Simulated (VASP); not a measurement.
# CdSe (R3m) in VASP: further runs, part 2 of 2

VASP 6.6.1.

**3. Single point, PBE**

INCAR

```
PREC = Accurate
ENCUT = 520
EDIFF = 1E-6
ISMEAR = 0
SIGMA = 0.05
LREAL = False
LASPH = True
NELM = 80
ALGO = Normal
ISIF = 2
LWAVE = False
LCHARG = True
GGA = PE
LELF = True
LVHAR = True
NBANDS = 16
```

KPOINTS

```
regular mesh
0
Gamma
  10 10 10
```

POSCAR

```
CdSe
1.0
    0.0000000000      3.0702711986      3.0702711986
    3.0702711986      0.0000000000      3.0702711986
    3.0702711986      3.0702711986      0.0000000000
Cd Se
1 1
Direct
    0.0000000000      0.0000000000      0.0000000000
    0.7288448964      0.7570517012      0.7570517012
```

Potentials or basis: VASP PAW PBE potentials, release 64 (Cd, Se).

Run with:

```
$ cat potpaw_PBE.64/Cd/POTCAR potpaw_PBE.64/Se/POTCAR > POTCAR
$ mpirun -np 1 vasp_std > vasp.out
```

OUTCAR:

```text
PREC = Accurate
   ENCUT = 520
   EDIFF = 1E-6
   ISMEAR = 0
   LREAL = False
   LASPH = True
   NELM = 80
   ISIF = 2
   GGA = PE

 ion  position               nearest neighbor table
   1  0.000  0.000  0.000-   2 2.58   2 2.68   2 2.68   2 2.68
   2  0.729  0.757  0.757-   1 2.58   1 2.68   1 2.68   1 2.68

  LATTYP: Found a face centered cubic cell.
 ALAT       =     6.1405423972

  Lattice vectors:

 A1 = (   0.0000000000,   3.0702711986,   3.0702711986)
 A2 = (   3.0702711986,   0.0000000000,   3.0702711986)
 A3 = (   3.0702711986,   3.0702711986,   0.0000000000)

Analysis of symmetry for initial positions (statically):
=====================================================================
 Subroutine PRICEL returns:
 Original cell was already a primitive cell.

 Routine SETGRP: Setting up the symmetry group for a
 face centered cubic supercell.

 Subroutine GETGRP returns: Found  6 space group operations
 (whereof  6 operations were pure point group operations)
 out of a pool of 48 trial point group operations.

The static configuration has the point symmetry C_3v.

Analysis of symmetry for dynamics (positions and initial velocities):
=====================================================================
 Subroutine PRICEL returns:
 Original cell was already a primitive cell.

 Routine SETGRP: Setting up the symmetry group for a
 face centered cubic supercell.

 Subroutine GETGRP returns: Found  6 space group operations
 (whereof  6 operations were pure point group operations)
 out of a pool of 48 trial point group operations.

The dynamic configuration has the point symmetry C_3v.

 Subroutine INISYM returns: Found  6 space group operations
 (whereof  6 operations are pure point group operations),
 and found     1 'primitive' translations

----------------------------------------------------------------------------------------

                                     Primitive cell

  volume of cell :      57.8842
[... 102 lines left out ...]
   EMIN   =  10.00;   EMAX   =-10.00  energy-range for DOS
   EFERMI =   0.00;   METHOD = LEGACY
   ISMEAR =     0;   SIGMA  =   0.05  broadening in eV -4-tet -1-fermi 0-gaus
   EFERMI_NEDOS =   21; number of points for ismear=-14 and -15
   IALGO  =     38    algorithm
   IMIX   =      4    mixing-type and parameters
     AMIX     =   0.40;   BMIX     =  1.00
     AMIX_MAG =   1.60;   BMIX_MAG =  1.00
  volume/ion in A,a.u.               =      28.94       195.31
  Fermi-wavevector in a.u.,A,eV,Ry     =   1.109121  2.095935 16.737199  1.230149
  Thomas-Fermi vector in A             =   2.245657
   LORBIT       =      0    0 simple, 1 ext, 2 COOP (PROOUT), +10 PAW based schemes
   GGA     = PE    functional components
   LHFCALC =     F    Hartree Fock is set to
   AEXX    =    0.0000 exact exchange contribution
   IVDW    =     0    specifies the selected vdW correction
   LEPSILON=     F    determine dielectric tensor
   LRPA    =     F    only Hartree local field effects (RPA)
 non-spin polarized calculation
 Gauss-broadening in eV      SIGMA  =   0.05
  energy-cutoff  :      520.00
  volume of cell :       57.88
 maximum number of plane-waves:      1588
   NGX = 17   NGY = 17   NGZ = 17

 number of electron      18.0000008 magnetization

 Free energy of the ion-electron system (eV)
  ---------------------------------------------------
  ext. energy  EPLUGINS =         0.00000000
  ---------------------------------------------------
  free energy    TOTEN  =        -5.47662024 eV

  energy without entropy =       -5.47662024  energy(sigma->0) =       -5.47662024

 E-fermi :   1.0256     XC(G=0):  -8.7567

 val. band max:        0.7438696367   @ k =   0.0000   0.0000   0.0000
 cond. band min:       1.2743640117   @ k =   0.0000   0.0000   0.0000
 fundamental gap:      0.5304943750
 Fermi energy:         1.0255849928

 k-point     1 :       0.0000    0.0000    0.0000
  band No.  band energies     occupation
      1     -11.7260      2.00000
      2      -7.1737      2.00000
      3      -7.1077      2.00000
      4      -7.1077      2.00000
      5      -6.7849      2.00000
      6      -6.7849      2.00000
[... 433 lines left out ...]
      3      -7.0271      2.00000
      4      -6.7866      2.00000
      5      -6.7541      2.00000
      6      -6.4970      2.00000
[... 8 lines left out ...]
     15      12.0078      0.00000
     16      12.9101      0.00000

 [... further k-points ...]
[... 5 lines left out ...]
  --------------------------------------------------------------------------------------
  -------------------------------------------------------------------------------------
  Total        0.6100653      0.6100653      0.6100653     -0.2994912      0.2994912     -0.2994912
  in kB       16.8859965     16.8859965     16.8859965     -8.2896160      8.2896160     -8.2896160
  external PRESSURE =      16.8859965 kB  Pullay stress =       0.0000000 kB

 VOLUME and BASIS-vectors are now :
 -----------------------------------------------------------------------------
  energy-cutoff  :      520.00
  volume of cell :       57.88
      direct lattice vectors                 reciprocal lattice vectors
     0.000000000  3.070271199  3.070271199    -0.162852063  0.162852063  0.162852063
     3.070271199  0.000000000  3.070271199     0.162852063 -0.162852063  0.162852063
     3.070271199  3.070271199  0.000000000     0.162852063  0.162852063 -0.162852063

 POSITION                                       TOTAL-FORCE (eV/Angst)
 -----------------------------------------------------------------------------------
      0.00000      0.00000      0.00000         0.234308     -0.234308     -0.234308
      4.64871      4.56211      4.56211        -0.234308      0.234308      0.234308
 -----------------------------------------------------------------------------------
    total drift:                                0.000025     -0.000024     -0.000024

  FREE ENERGIE OF THE ION-ELECTRON SYSTEM (eV)
  ---------------------------------------------------
  free  energy   TOTEN  =        -5.4766202424 eV

  energy  without entropy=       -5.4766202424  energy(sigma->0) =       -5.47662024
```

stdout:

```text
POSCAR found type information on POSCAR CdSe
 POSCAR found :  2 types and       2 ions
 scaLAPACK will be used
 LDA part: xc-table for (Slater+PW92), standard interpolation
 POSCAR, INCAR and KPOINTS ok, starting setup
 FFT: planning ... GRIDC
 FFT: planning ... GRID_SOFT
 FFT: planning ... GRID
 WAVECAR not read
 entering main loop
```

It took 2.5 min on 1 thread of AMD EPYC 7R13, shared host; peak memory 0.23 GiB.

What came out:

| Property | Result |
| --- | --- |
| Free energy | -5.4766 eV |
| Pressure | 1.7 GPa |
| Largest force | 0.406 eV/Å |
| Band gap on the k mesh | 0.53 eV, direct |

Forces on the atoms (eV/Å):
```
Cd   0.234 -0.234 -0.234
Se  -0.234  0.234  0.234
```

Stress tensor (GPa, compression positive):
```
 1.69 -0.83 -0.83
-0.83  1.69  0.83
-0.83  0.83  1.69
```

Caveat: the cell differs from its parent crystal (all Se atoms moved +0.075 Å, as atom 2 towards its neighbour atom 1 (Cd) at 2.659 Å).

**4. Single point, PBE**

INCAR

```
SYSTEM = CdSe
PREC = Accurate ; ENCUT = 520
EDIFF = 1E-6 ; ISMEAR = 0
SIGMA = 0.05 ; LREAL = .False.
LASPH = .True. ; NELM = 80
ALGO = Normal ; ISIF = 2
LWAVE = .False. ; LCHARG = .False.
GGA = PE ; NBANDS = 16
```

KPOINTS

```
regular mesh
0
Gamma
  10 10 10
  0 0 0
```

POSCAR: that of step 3 with these lines changed.

```diff
@@ -9,2 +9,2 @@
     0.0000000000      0.0000000000      0.0000000000
-    0.7288448964      0.7570517012      0.7570517012
+    0.7076897928      0.7641034024      0.7641034024
```

Potentials or basis: VASP PAW PBE potentials, release 64 (Cd, Se).

Run with:

```
$ cat potpaw_PBE.64/Cd/POTCAR potpaw_PBE.64/Se/POTCAR > POTCAR
$ mpirun -np 1 vasp_std > vasp.out
```

OUTCAR:

```text
SYSTEM = CdSe
   PREC = Accurate
   ENCUT = 520
   EDIFF = 1E-6
   ISMEAR = 0
   LREAL = .False.
   LASPH = .True.
   NELM = 80
   ISIF = 2
   GGA = PE

 ion  position               nearest neighbor table
   1  0.000  0.000  0.000-   2 2.51   2 2.71   2 2.71   2 2.71
   2  0.708  0.764  0.764-   1 2.51   1 2.71   1 2.71   1 2.71

  LATTYP: Found a face centered cubic cell.
 ALAT       =     6.1405423972

  Lattice vectors:

 A1 = (   0.0000000000,   3.0702711986,   3.0702711986)
 A2 = (   3.0702711986,   0.0000000000,   3.0702711986)
 A3 = (   3.0702711986,   3.0702711986,   0.0000000000)

Analysis of symmetry for initial positions (statically):
=====================================================================
 Subroutine PRICEL returns:
 Original cell was already a primitive cell.

 Routine SETGRP: Setting up the symmetry group for a
 face centered cubic supercell.

 Subroutine GETGRP returns: Found  6 space group operations
 (whereof  6 operations were pure point group operations)
 out of a pool of 48 trial point group operations.

The static configuration has the point symmetry C_3v.

Analysis of symmetry for dynamics (positions and initial velocities):
=====================================================================
 Subroutine PRICEL returns:
 Original cell was already a primitive cell.

 Routine SETGRP: Setting up the symmetry group for a
 face centered cubic supercell.

 Subroutine GETGRP returns: Found  6 space group operations
 (whereof  6 operations were pure point group operations)
 out of a pool of 48 trial point group operations.

The dynamic configuration has the point symmetry C_3v.

 Subroutine INISYM returns: Found  6 space group operations
 (whereof  6 operations are pure point group operations),
 and found     1 'primitive' translations
[... 103 lines left out ...]
   POTIM  = 0.5000    time-step for ionic-motion
   TEBEG  =    0.0;   TEEND  =   0.0 temperature during run
   PSTRESS=    0.0 pullay stress
   NELECT =      18.0000    total number of electrons
   NUPDOWN=      -1.0000    fix difference up-down
   EMIN   =  10.00;   EMAX   =-10.00  energy-range for DOS
   EFERMI =   0.00;   METHOD = LEGACY
   ISMEAR =     0;   SIGMA  =   0.05  broadening in eV -4-tet -1-fermi 0-gaus
   EFERMI_NEDOS =   21; number of points for ismear=-14 and -15
   IALGO  =     38    algorithm
   IMIX   =      4    mixing-type and parameters
     AMIX     =   0.40;   BMIX     =  1.00
     AMIX_MAG =   1.60;   BMIX_MAG =  1.00
  volume/ion in A,a.u.               =      28.94       195.31
  Fermi-wavevector in a.u.,A,eV,Ry     =   1.109121  2.095935 16.737199  1.230149
  Thomas-Fermi vector in A             =   2.245657
   LORBIT       =      0    0 simple, 1 ext, 2 COOP (PROOUT), +10 PAW based schemes
   GGA     = PE    functional components
   LHFCALC =     F    Hartree Fock is set to
   AEXX    =    0.0000 exact exchange contribution
   IVDW    =     0    specifies the selected vdW correction
   LEPSILON=     F    determine dielectric tensor
   LRPA    =     F    only Hartree local field effects (RPA)
 non-spin polarized calculation
 Gauss-broadening in eV      SIGMA  =   0.05
  energy-cutoff  :      520.00
  volume of cell :       57.88
 maximum number of plane-waves:      1588
   NGX = 17   NGY = 17   NGZ = 17

 number of electron      18.0000008 magnetization

 Free energy of the ion-electron system (eV)
  ---------------------------------------------------
  ext. energy  EPLUGINS =         0.00000000
  ---------------------------------------------------
  free energy    TOTEN  =        -5.42675111 eV

  energy without entropy =       -5.42675111  energy(sigma->0) =       -5.42675111

 E-fermi :   1.0248     XC(G=0):  -8.7562

 val. band max:        0.7705576493   @ k =   0.0000   0.0000   0.0000
 cond. band min:       1.2927586969   @ k =   0.0000   0.0000   0.0000
 fundamental gap:      0.5222010476
 Fermi energy:         1.0248469608

 k-point     1 :       0.0000    0.0000    0.0000
  band No.  band energies     occupation
      1     -11.7492      2.00000
      2      -7.2347      2.00000
      3      -7.1094      2.00000
      4      -7.1094      2.00000
      5      -6.8045      2.00000
      6      -6.8045      2.00000
[... 433 lines left out ...]
      3      -7.0503      2.00000
      4      -6.8153      2.00000
      5      -6.7652      2.00000
      6      -6.5074      2.00000
[... 8 lines left out ...]
     15      11.9217      0.00000
     16      13.0080      0.00000

 [... further k-points ...]
[... 5 lines left out ...]
  --------------------------------------------------------------------------------------
  -------------------------------------------------------------------------------------
  Total        0.7550803      0.7550803      0.7550803     -0.6844298      0.6844298     -0.6844298
  in kB       20.8998668     20.8998668     20.8998668    -18.9443318     18.9443318    -18.9443318
  external PRESSURE =      20.8998668 kB  Pullay stress =       0.0000000 kB

 VOLUME and BASIS-vectors are now :
 -----------------------------------------------------------------------------
  energy-cutoff  :      520.00
  volume of cell :       57.88
      direct lattice vectors                 reciprocal lattice vectors
     0.000000000  3.070271199  3.070271199    -0.162852063  0.162852063  0.162852063
     3.070271199  0.000000000  3.070271199     0.162852063 -0.162852063  0.162852063
     3.070271199  3.070271199  0.000000000     0.162852063  0.162852063 -0.162852063

 POSITION                                       TOTAL-FORCE (eV/Angst)
 -----------------------------------------------------------------------------------
      0.00000      0.00000      0.00000         0.548605     -0.548605     -0.548605
      4.69201      4.51880      4.51880        -0.548605      0.548605      0.548605
 -----------------------------------------------------------------------------------
    total drift:                                0.000056     -0.000055     -0.000055

  FREE ENERGIE OF THE ION-ELECTRON SYSTEM (eV)
  ---------------------------------------------------
  free  energy   TOTEN  =        -5.4267511066 eV

  energy  without entropy=       -5.4267511066  energy(sigma->0) =       -5.42675111
```

stdout:

```text
POSCAR found type information on POSCAR CdSe
 POSCAR found :  2 types and       2 ions
 scaLAPACK will be used
 LDA part: xc-table for (Slater+PW92), standard interpolation
 POSCAR, INCAR and KPOINTS ok, starting setup
 FFT: planning ... GRIDC
 FFT: planning ... GRID_SOFT
 FFT: planning ... GRID
 WAVECAR not read
 entering main loop
```

Wall time 3.3 min (1 thread of AMD EPYC 7R13, shared host); peak memory 0.23 GiB.

What came out:

- Free energy: -5.4268 eV
- Pressure: 2.1 GPa
- Largest force: 0.950 eV/Å
- Band gap on the k mesh: 0.52 eV, direct

Forces on the atoms (eV/Å):
```
Cd   0.549 -0.549 -0.549
Se  -0.549  0.549  0.549
```

Levels at points of the mesh, in eV from the valence-band top:
| k point | band 5 | band 6 | band 7 | band 8 | band 9 | band 10 | band 11 | band 12 | band 13 | band 14 |
| --- | --- | --- | --- | --- | --- | --- | --- | --- | --- | --- |
| (0.00, 0.00, 0.00) | -7.58 | -7.58 | -0.20 | 0.00 | 0.00 | 0.52 | 5.84 | 5.84 | 6.06 | 9.59 |
| (0.50, 0.00, 0.00) | -7.57 | -7.34 | -4.56 | -0.83 | -0.83 | 2.54 | 6.51 | 6.51 | 7.41 | 9.85 |
| (0.00, 0.50, 0.00) | -7.54 | -7.29 | -4.17 | -0.91 | -0.56 | 2.24 | 6.00 | 6.70 | 7.23 | 9.90 |
| (0.50, 0.50, 0.00) | -7.52 | -7.24 | -4.01 | -1.80 | -1.79 | 3.08 | 3.71 | 8.91 | 9.86 | 10.18 |

Caveat: the cell differs from its parent crystal (all Se atoms moved +0.150 Å, as atom 2 towards its neighbour atom 1 (Cd) at 2.659 Å).

**5. Single point, PBE**

INCAR

```
SYSTEM = CdSe
PREC = Accurate
ENCUT = 520
EDIFF = 1E-6
ISMEAR = 0
SIGMA = 0.05
LREAL = .False.
LASPH = .True.
NELM = 100
ALGO = Normal
ISIF = 2
LWAVE = .False.
LCHARG = .False.
GGA = PE
NBANDS = 16
```

KPOINTS is that of step 4.

POSCAR: that of step 4 with these lines changed.

```diff
@@ -9,2 +9,2 @@
     0.0000000000      0.0000000000      0.0000000000
-    0.7076897928      0.7641034024      0.7641034024
+    0.7711551036      0.7429482988      0.7429482988
```

Run with:

```
$ cat potpaw_PBE.64/Cd/POTCAR potpaw_PBE.64/Se/POTCAR > POTCAR
$ mpirun -np 1 vasp_std > vasp.out
```

Wall time 3.9 min (1 thread of AMD EPYC 7R13, shared host); peak memory 0.23 GiB.

Results (log left out):

| Quantity | Value |
| --- | --- |
| Free energy | -5.4793 eV |
| Pressure | 1.7 GPa |
| Largest force | 0.297 eV/Å |
| Band gap on the k mesh | 0.52 eV, direct |

Forces on the atoms (eV/Å):
```
Cd  -0.171  0.171  0.171
Se   0.171 -0.171 -0.171
```

Stress tensor (GPa, compression positive):
```
 1.67  0.65  0.65
 0.65  1.67 -0.65
 0.65 -0.65  1.67
```

Levels at points of the mesh, in eV from the valence-band top:
| k point | band 5 | band 6 | band 7 | band 8 | band 9 | band 10 | band 11 | band 12 | band 13 | band 14 |
| --- | --- | --- | --- | --- | --- | --- | --- | --- | --- | --- |
| (0.00, 0.00, 0.00) | -7.54 | -7.54 | -0.06 | -0.06 | 0.00 | 0.52 | 5.87 | 5.92 | 5.92 | 9.62 |
| (0.50, 0.00, 0.00) | -7.52 | -7.25 | -4.11 | -0.72 | -0.72 | 2.20 | 6.33 | 6.33 | 7.24 | 9.95 |
| (0.00, 0.50, 0.00) | -7.52 | -7.27 | -4.31 | -0.85 | -0.67 | 2.36 | 6.25 | 6.60 | 7.32 | 9.91 |
| (0.50, 0.50, 0.00) | -7.49 | -7.21 | -3.99 | -1.81 | -1.77 | 3.14 | 3.70 | 8.94 | 9.95 | 10.08 |

Caveat: the cell differs from its parent crystal (all Se atoms moved -0.075 Å, as atom 2 towards its neighbour atom 1 (Cd) at 2.659 Å).
